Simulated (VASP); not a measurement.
Runs of VASP 6.6.1 on Si4Ru. The structure is that of space group Pm-3m (No. 221), or close to it. The cells are those of the table. The cell was built from a structure type or drawn by symmetry, and may not be a known phase.

```tsv
task	cell	k mesh	cutoff (eV)	gap on the mesh (eV)	pressure (GPa)	relaxed volume (Å³/atom)
single point	a = 4.044 Å, 5 atoms	4 × 4 × 4	520	none	76.0	-
single point	a = 4.589 Å, 5 atoms	8 × 8 × 8	520	none	0.0	-
relaxation of cell and atoms	relaxed from a = 4.602 Å, 5 atoms	8 × 8 × 8	600	none	0.0	19.33
relaxation of cell and atoms	relaxed from a = 4.044 Å, 5 atoms	4 × 4 × 4	600	none	0.2	(a)
single point	a = 4.602 Å, 5 atoms	4 × 4 × 4	520	none	0.0	-
```

Alike in all rows: level PBE; potentials or basis VASP PAW PBE potentials, release 64 (Si, Ru_pv); no spin polarisation; smearing gaussian 0.1 eV.

Task: Fill in the values left out.

Result: (a) 19.45.

Caveats: some runs use coarse meshes; the volume moved by over 15 % at a fixed basis, so the end points are rough (at least some runs).

A k mesh can miss the band edges, and the runs leave out spin-orbit coupling on Ru.

A gap of «none» marks levels without a gap at the run's occupations.
